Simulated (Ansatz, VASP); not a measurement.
**One calculation of LiBr, two programs**

```
Li Br
1.0
     0.00000    2.72757    2.72757
     2.72757    0.00000    2.72757
     2.72757    2.72757    0.00000
Li Br
1 1
Direct
  0.00000 0.00000 0.00000
  0.50000 0.50000 0.50000
```

Alike in both runs: task single point; functional PBE; k mesh 8 × 8 × 8; occupations gaussian, width 0.02 eV; no spin polarisation.

```csv
,VASP,Ansatz
version,VASP 6.6.1,Ansatz 0.2.0
potentials or method,"VASP PAW PBE potentials, release 64 (Li_sv, Br), cutoff 750 eV","scalar-relativistic, plane waves, PAW"
valence electrons in the cell,10,10
```

```tsv
	VASP	Ansatz	Ansatz less VASP
gap on the k mesh at the Fermi level (eV)	5.05	5.05	-0.003
least direct gap on the mesh (eV)	5.05	5.05	-0.003
pressure (GPa)	0.8	0.8	+0.05
```
